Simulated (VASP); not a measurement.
Here is a VASP 6.6.1 calculation.

File INCAR:

```
SYSTEM = Si
PREC = Accurate
ENCUT = 520
EDIFF = 1E-7
ISMEAR = 0
SIGMA = 0.02
LREAL = Auto
LASPH = .True.
NELM = 60
ALGO = Normal
ISIF = 2
LWAVE = .False.
LCHARG = .False.
GGA = PE
NBANDS = 83
```

File KPOINTS:

```
Automatic mesh
0
Gamma
  2 2 2
  0.5 0.5 0.5
```

The input POSCAR:

```
Si
1.0
   -5.4700937627     -5.4700937627      5.4700937627
    5.4700937627     -5.4700937627     -5.4700937627
    5.4700937627      5.4700937627      5.4700937627
Si
31
Direct
    0.2499999194      0.7500014950      0.7047865480
    0.0039553253      0.7500003068     -0.0031944608
    0.4986925487      0.4996727878      0.7498489382
    0.2500000108      0.5039551641     -0.0031954662
    0.0057551116      0.5057536708      0.2612840039
    0.7492981250      0.7500004896      0.2510362819
    0.4942449101      0.7499985700      0.5055287203
   -0.0003278737     -0.0013074730      0.7498486640
    0.7507019401      0.2507023754      0.7517382112
    0.5003278954      0.2490205030      0.0001765966
    0.2500000108      0.2492970978      0.2510359163
    0.0013073816      0.2509801586      0.5011564004
    0.7509802717      0.5013074947      0.5011565832
    0.7490197020      0.0003272339      0.0001762310
    0.4960446050     -0.0039551424      0.2428500420
    0.2500001023     -0.0057561171      0.5055316453
    0.0092889633      0.7500003068      0.7432458522
    0.4990763629      0.5004544929      0.5011295270
    0.2499999194      0.5092898990      0.7432451209
    0.0036472867      0.5036471255      0.0072070063
    0.7519465257      0.7499999411     -0.0006588553
    0.4963528264      0.7499998497      0.2535596390
    0.0004553852     -0.0009230189      0.5011299840
    0.7480534480      0.2480534263      0.4973945819
    0.4995447278      0.2486216981      0.7506746096
    0.2500000108      0.2519465954     -0.0006586724
    0.0009235673      0.2513779580      0.2520530835
    0.7513796250      0.5009243203      0.2520539976
    0.7486203487     -0.0004552938      0.7506743354
    0.4907107842     -0.0092887804     -0.0160433265
    0.2500000108     -0.0036472867      0.2535613758
```

Potentials or basis: VASP PAW PBE potentials, release 64 (Si).

Launch:

```console
$ cat potpaw_PBE.64/Si/POTCAR > POTCAR
$ mpirun -np 1 vasp_std > vasp.out
```

(1) Predict the band gap on the k mesh.

(2) Predict the pressure.

(3) Predict the largest force.

Answers

(1) zero (bands 62 and 63 overlap by 0.18 eV).

(2) -1.7 GPa.

(3) 0.333 eV/Å.

Caveat: the k points lie up to 0.41 Å⁻¹ apart.
